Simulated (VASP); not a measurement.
# InSb3 (Fm-3m) in VASP: further runs, part 2 of 2

VASP 6.6.1. The steps go on from the part before.

**3. Single point, PBE (strained)**

Contents of INCAR:

```
PREC = Accurate ; ENCUT = 520
EDIFF = 1E-6 ; ISMEAR = 0
SIGMA = 0.1 ; LREAL = F
LASPH = T ; NELM = 80
ALGO = Normal ; ISIF = 2
LWAVE = F ; LCHARG = T
GGA = PE ; LELF = T
LVHAR = T ; NBANDS = 22
```

Contents of KPOINTS:

```
Automatic mesh
0
Gamma
  10 10 10
```

Contents of POSCAR:

```
InSb3
1.0
    0.0000000000      3.8208133206      3.8208133206
    3.8208133206      0.0000000000      3.8208133206
    3.8208133206      3.8208133206      0.0000000000
In Sb
1 3
Direct
    0.0000000000      0.0000000000      0.0000000000
    0.2500000000      0.2500000000      0.2500000000
    0.7500000000      0.7500000000      0.7500000000
    0.5000000000      0.5000000000      0.5000000000
```

Potentials or basis: VASP PAW PBE potentials, release 64 (In_d, Sb).

Command:

```console
$ cat potpaw_PBE.64/In_d/POTCAR potpaw_PBE.64/Sb/POTCAR > POTCAR
$ mpirun -np 1 vasp_std > vasp.out
```

OUTCAR:

```text
PREC = Accurate
   ENCUT = 520
   EDIFF = 1E-6
   ISMEAR = 0
   LREAL = F
   LASPH = T
   NELM = 80
   ISIF = 2
   GGA = PE

 ion  position               nearest neighbor table
   1  0.000  0.000  0.000-   3 3.31   3 3.31   3 3.31   2 3.31   3 3.31   2 3.31   2 3.31   2 3.31
                             4 3.82   4 3.82   4 3.82   4 3.82   4 3.82   4 3.82
   2  0.250  0.250  0.250-   1 3.31   1 3.31   1 3.31   1 3.31   4 3.31   4 3.31   4 3.31   4 3.31

   3  0.750  0.750  0.750-   4 3.31   4 3.31   4 3.31   1 3.31   4 3.31   1 3.31   1 3.31   1 3.31

   4  0.500  0.500  0.500-   2 3.31   2 3.31   2 3.31   2 3.31   3 3.31   3 3.31   3 3.31   3 3.31
                             1 3.82   1 3.82   1 3.82   1 3.82   1 3.82   1 3.82

  LATTYP: Found a face centered cubic cell.
 ALAT       =     7.6416266412

  Lattice vectors:

 A1 = (   0.0000000000,   3.8208133206,   3.8208133206)
 A2 = (   3.8208133206,   0.0000000000,   3.8208133206)
 A3 = (   3.8208133206,   3.8208133206,   0.0000000000)

Analysis of symmetry for initial positions (statically):
=====================================================================
 Subroutine PRICEL returns:
 Original cell was already a primitive cell.

 Routine SETGRP: Setting up the symmetry group for a
 face centered cubic supercell.

 Subroutine GETGRP returns: Found 48 space group operations
 (whereof 48 operations were pure point group operations)
 out of a pool of 48 trial point group operations.

The static configuration has the point symmetry O_h .

Analysis of symmetry for dynamics (positions and initial velocities):
=====================================================================
 Subroutine PRICEL returns:
 Original cell was already a primitive cell.

 Routine SETGRP: Setting up the symmetry group for a
 face centered cubic supercell.

 Subroutine GETGRP returns: Found 48 space group operations
[... 124 lines left out ...]
   IALGO  =     38    algorithm
   IMIX   =      4    mixing-type and parameters
     AMIX     =   0.40;   BMIX     =  1.00
     AMIX_MAG =   1.60;   BMIX_MAG =  1.00
  volume/ion in A,a.u.               =      27.89       188.21
  Fermi-wavevector in a.u.,A,eV,Ry     =   1.032670  1.951464 14.509361  1.066408
  Thomas-Fermi vector in A             =   2.166879
   LORBIT       =      0    0 simple, 1 ext, 2 COOP (PROOUT), +10 PAW based schemes
   GGA     = PE    functional components
   LHFCALC =     F    Hartree Fock is set to
   AEXX    =    0.0000 exact exchange contribution
   IVDW    =     0    specifies the selected vdW correction
   LEPSILON=     F    determine dielectric tensor
   LRPA    =     F    only Hartree local field effects (RPA)
 non-spin polarized calculation
 Gauss-broadening in eV      SIGMA  =   0.10
  energy-cutoff  :      520.00
  volume of cell :      111.56
 maximum number of plane-waves:      3032
   NGX = 21   NGY = 21   NGZ = 21

 number of electron      27.9999996 magnetization

 Free energy of the ion-electron system (eV)
  ---------------------------------------------------
  ext. energy  EPLUGINS =         0.00000000
  ---------------------------------------------------
  free energy    TOTEN  =       -14.29659580 eV

  energy without entropy =      -14.28540980  energy(sigma->0) =      -14.29100280

 E-fermi :   7.7100     XC(G=0): -10.0463

 val. band max:        7.6731760183   @ k =   0.4000   0.2000   0.1000
 cond. band min:       7.7242937691   @ k =   0.3000   0.2000   0.1000
 fundamental gap:      0.0511177509
 Fermi energy:         7.7099973052

 k-point     1 :       0.0000    0.0000    0.0000
  band No.  band energies     occupation
      1      -6.7725      2.00000
      2      -6.7725      2.00000
      3      -6.7725      2.00000
      4      -6.7436      2.00000
      5      -6.7436      2.00000
      6      -4.3675      2.00000
[... 589 lines left out ...]
     21      12.0876      0.00000
     22      12.5628      0.00000

 [... further k-points ...]

------------------------ aborting loop because EDIFF is reached ----------------------------------------

  FORCE on cell =-STRESS in cart. coord.  units (eV):
  Direction    XX          YY          ZZ          XY          YZ          ZX
  --------------------------------------------------------------------------------------
  -------------------------------------------------------------------------------------
  Total       -0.8680171     -0.8680171     -0.8680171      0.0000000     -0.0000000      0.0000000
  in kB      -12.4664095    -12.4664095    -12.4664095      0.0000000     -0.0000000      0.0000000
  external PRESSURE =     -12.4664095 kB  Pullay stress =       0.0000000 kB

 VOLUME and BASIS-vectors are now :
 -----------------------------------------------------------------------------
  energy-cutoff  :      520.00
  volume of cell :      111.56
      direct lattice vectors                 reciprocal lattice vectors
     0.000000000  3.820813321  3.820813321    -0.130862190  0.130862190  0.130862190
     3.820813321  0.000000000  3.820813321     0.130862190 -0.130862190  0.130862190
     3.820813321  3.820813321  0.000000000     0.130862190  0.130862190 -0.130862190

 POSITION                                       TOTAL-FORCE (eV/Angst)
 -----------------------------------------------------------------------------------
      0.00000      0.00000      0.00000         0.000000      0.000000      0.000000
      1.91041      1.91041      1.91041        -0.000000     -0.000000     -0.000000
      5.73122      5.73122      5.73122         0.000000      0.000000      0.000000
      3.82081      3.82081      3.82081         0.000000      0.000000      0.000000
 -----------------------------------------------------------------------------------
    total drift:                               -0.000000      0.000000      0.000000

  FREE ENERGIE OF THE ION-ELECTRON SYSTEM (eV)
  ---------------------------------------------------
  free  energy   TOTEN  =       -14.2965958036 eV

  energy  without entropy=      -14.2854098049  energy(sigma->0) =      -14.29100280
```

Wall time 45 s (1 thread of Intel Xeon 6975P-C (Granite Rapids), shared host); peak memory 0.29 GiB.

Results:

| Item | Value |
| --- | --- |
| Free energy | -14.2966 eV |
| Pressure | -1.2 GPa |
| Band gap on the k mesh | zero (band 14 reaches 8.80 eV, above the bottom of band 15 at 5.41 eV) |

Caveat: the cell differs from its parent crystal (strained); spin-orbit coupling is left out, which moves the levels of the heavy elements.
